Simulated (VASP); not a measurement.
Re:

```
Re
1.0
    -1.38402    1.38402    1.95730
     1.38402   -1.38402    1.95730
     1.38402    1.38402   -1.95730
Re
1
Direct
  0.00000 0.00000 0.00000
```

This isn't the form of Re at room conditions, which is hcp.

Base run:

| Property | Result |
| --- | --- |
| Program | VASP 6.6.1 |
| Functional | PBE |
| Potentials or basis | VASP PAW PBE potentials, release 64 (Re) |
| Cutoff | 520 eV |
| k mesh | 28 × 28 × 28 |
| Occupations | gaussian, width 0.1 eV |
| Spin | no spin polarisation |

Its results: band gap on the k mesh zero (an odd number of electrons rules out a gap without spin polarisation); pressure -0.5 GPa.

**Question.** The run is repeated on the same cell with these changes: functional from PBE to r2SCAN; further incar settings from ALGO = Fast; EDIFF = 1e-07; NBANDS = 10 to ALGO = Normal; EDIFF = 1e-07; NBANDS = 10. What comes out?

**Answer.** Band gap on the k mesh zero (an odd number of electrons rules out a gap without spin polarisation); pressure -6.4 GPa.

Caveats: spin-orbit coupling is left out, which moves the levels of the heavy elements; the cell stands under tension (at least some runs); the PAW data sets were made with another functional, which shifts forces and pressure a little (at least some runs).
